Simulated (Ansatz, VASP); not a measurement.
**Two plane-wave programs on Hf3TiO8**

File INCAR:

```
PREC = Accurate
ENCUT = 520
EDIFF = 1E-6
ISMEAR = -1
SIGMA = 0.02
LREAL = False
LASPH = True
NELM = 100
ALGO = Normal
ISIF = 2
LWAVE = False
LCHARG = False
GGA = PE
NBANDS = 57
```

Contents of KPOINTS:

```
Automatic mesh
0
Gamma
  6 6 4
```

File POSCAR:

```
Hf3TiO8
1.0
    3.3736669448     -3.3801882170      0.0000000000
    3.3736669448      3.3801882170      0.0000000000
    0.0000000000      0.0000000000      6.3173287857
Ti Hf O
1 3 8
Direct
    0.5000000000      0.5000000000      0.0000000000
    0.0000000000      0.0000000000      0.7545538070
    0.5000000000      0.5000000000      0.5000000000
    0.0000000000      0.0000000000      0.2454461930
    0.2047779087      0.2047779087      0.0000000000
    0.7952220913      0.7952220913      0.0000000000
    0.6907600261      0.3092399739      0.7617726512
    0.3092399739      0.6907600261      0.7617726512
    0.1944705642      0.1944705642      0.5000000000
    0.8055294358      0.8055294358      0.5000000000
    0.6907600261      0.3092399739      0.2382273488
    0.3092399739      0.6907600261      0.2382273488
```

Input for Ansatz:

```yaml
crystal:
  lattice:
    - [3.3736669448, -3.380188217, 0.0]
    - [3.3736669448, 3.380188217, 0.0]
    - [0.0, 0.0, 6.3173287857]
  atoms:
    - { symbol: Ti, position: [0.5, 0.5, 0.0] }
    - { symbol: Hf, position: [0.0, 0.0, 0.754553807] }
    - { symbol: O, position: [0.2047779087, 0.2047779087, 0.0] }
    - { symbol: O, position: [0.7952220913, 0.7952220913, 0.0] }
    - { symbol: O, position: [0.6907600261, 0.3092399739, 0.7617726512] }
    - { symbol: O, position: [0.3092399739, 0.6907600261, 0.7617726512] }
    - { symbol: Hf, position: [0.5, 0.5, 0.5] }
    - { symbol: Hf, position: [0.0, 0.0, 0.245446193] }
    - { symbol: O, position: [0.1944705642, 0.1944705642, 0.5] }
    - { symbol: O, position: [0.8055294358, 0.8055294358, 0.5] }
    - { symbol: O, position: [0.6907600261, 0.3092399739, 0.2382273488] }
    - { symbol: O, position: [0.3092399739, 0.6907600261, 0.2382273488] }
kpoints:
  mp_grid: { grid: [6, 6, 4] }
  band_path:
    path:
      - [[0.0, 0.0, 0.0], [-0.5, 0.5, 0.0], [-0.499036298997, 0.500963701003, 0.0]]
      - [[0.499036298997, 0.499036298997, 0.0], [0.0, 0.0, 0.0], [0.0, 0.0, 0.5], [0.499036298997, 0.499036298997, 0.5]]
      - [[-0.499036298997, 0.500963701003, 0.5], [-0.5, 0.5, 0.5], [-0.5, 0.5, 0.0]]
      - [[0.0, 0.0, 0.0], [-2.767284913179e-17, 0.5, 0.0], [-2.767284913179e-17, 0.5, 0.5], [0.0, 0.0, 0.5], [-0.5, 0.5, 0.5]]
    npoints: 10
hamiltonian:
  xc: pbe
scf:
  occupations: { method: fermi_dirac, width: 0.02 }
  n_extra_bands: 7
output:
  forces: true
  stress: true
  eigenvalues: true
```

Alike in both runs: task single point; functional PBE; k mesh 6 × 6 × 4; occupations fermi-dirac, width 0.02 eV; no spin polarisation.

|  | VASP | Ansatz |
| --- | --- | --- |
| version | VASP 6.6.1 | Ansatz 0.2.0 |
| potentials or method | VASP PAW PBE potentials, release 64 (Ti_sv, Hf_pv, O) | plane waves, PAW |
| plane-wave cutoff (eV) | 520 | 420 |
| valence electrons in the cell | 90 | 138 |

VASP gave:

```
gap on the k mesh at the Fermi level (eV) : 2.56
pressure (GPa)                            : 3.0
rms of the force components (eV/Å)        : 0.064
```

Q: What did Ansatz give for the same quantities?

A: gap on the k mesh at the Fermi level (eV): 2.61; pressure (GPa): 5.1; rms of the force components (eV/Å): 0.023.

The functional is the same, so the differences come from potentials, cutoffs and numerics. VASP's potentials hold 90 valence electrons a cell and Ansatz's 138, so a difference there can come from the potentials and not from the codes.

Spin-orbit coupling is off throughout.
